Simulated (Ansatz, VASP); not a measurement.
## HfN: VASP beside Ansatz

File POSCAR:

```
HfN
1.0
    3.0971365670      0.0000000000      0.0000000000
   -1.5485682835      2.6821989460      0.0000000000
    0.0000000000      0.0000000000      5.5066236440
Hf N
2 2
Direct
    0.6666666667      0.3333333333      0.7500000000
    0.3333333333      0.6666666667      0.2500000000
    0.0000000000      0.0000000000      0.0000000000
    0.0000000000      0.0000000000      0.5000000000
```

The input INCAR.step1:

```
PREC     = Accurate       # precision mode
ENCUT    = 520            # plane-wave cutoff, eV
ISMEAR   = 0              # smearing method
SIGMA    = 0.15           # smearing width, eV
LREAL    = False          # projectors in reciprocal space
LASPH    = True           # aspherical terms in the spheres
NELM     = 80             # most SCF steps
NBANDS   = 23             # bands
GGA      = PE             # functional
ALGO     = Normal         # electronic algorithm
EDIFF    = 1E-4           # SCF threshold, eV
LWAVE    = True           # write WAVECAR
LCHARG   = False          # write CHGCAR
```

Contents of INCAR.step2:

```
PREC     = Accurate       # precision mode
ENCUT    = 520            # plane-wave cutoff, eV
EDIFF    = 1E-6           # SCF threshold, eV
ISMEAR   = 0              # smearing method
SIGMA    = 0.15           # smearing width, eV
LREAL    = False          # projectors in reciprocal space
LASPH    = True           # aspherical terms in the spheres
NELM     = 80             # most SCF steps
ALGO     = Normal         # electronic algorithm
ISIF     = 2              # what is computed and relaxed
LWAVE    = False          # write WAVECAR
LCHARG   = False          # write CHGCAR
METAGGA  = R2SCAN         # meta-GGA
LMIXTAU  = True         
NBANDS   = 23             # bands
ISTART   = 1
```

File KPOINTS:

```
regular mesh
0
Gamma
  18 18 10
```

Input for Ansatz:

```yaml
crystal:
  lattice:
    - [3.097136567, 0.0, 0.0]
    - [-1.5485682835, 2.682198946, 0.0]
    - [0.0, 0.0, 5.506623644]
  atoms:
    - { symbol: Hf, position: [0.6666666667, 0.3333333333, 0.75] }
    - { symbol: Hf, position: [0.3333333333, 0.6666666667, 0.25] }
    - { symbol: "N", position: [0.0, 0.0, 0.0] }
    - { symbol: "N", position: [0.0, 0.0, 0.5] }
basis:
  ecutwfc: 500
kpoints:
  mp_grid: { grid: [18, 18, 10] }
hamiltonian:
  xc: r2scan
scf:
  occupations: { method: gaussian, width: 0.15 }
output:
  forces: true
  stress: true
  eigenvalues: true
```

Change from the starting cell: strain -0.015 along x and y, +0.015 along z, atoms carried along.

Alike in both runs: task single point; functional r2SCAN; k mesh 18 × 18 × 10; occupations gaussian, width 0.15 eV; no spin polarisation.

```csv
,VASP,Ansatz
version,VASP 6.6.1,Ansatz 0.2.0
potentials or method,"VASP PAW PBE potentials, release 64 (Hf_pv, N), cutoff 520 eV","scalar-relativistic, plane waves, PAW"
valence electrons in the cell,30,62
```

VASP gave:

| Quantity | Value |
| --- | --- |
| gap on the k mesh at the Fermi level (eV) | none |
| pressure (GPa) | 1.8 |
| traceless stress, the component that is largest in VASP (GPa) | -8.87 |

Question: Which values does Ansatz return?

Answer: gap on the k mesh at the Fermi level (eV): none; pressure (GPa): 4.4; traceless stress, the component that is largest in VASP (GPa): -8.83.

VASP's potentials were made for PBE, not for r2SCAN. A gap of «none» marks a metal or a gap that the smearing closes. The functional is the same, so the differences come from potentials, cutoffs and numerics. VASP's potentials hold 30 valence electrons a cell and Ansatz's 62, so a difference there can come from the potentials and not from the codes.

Spin-orbit coupling is off throughout.
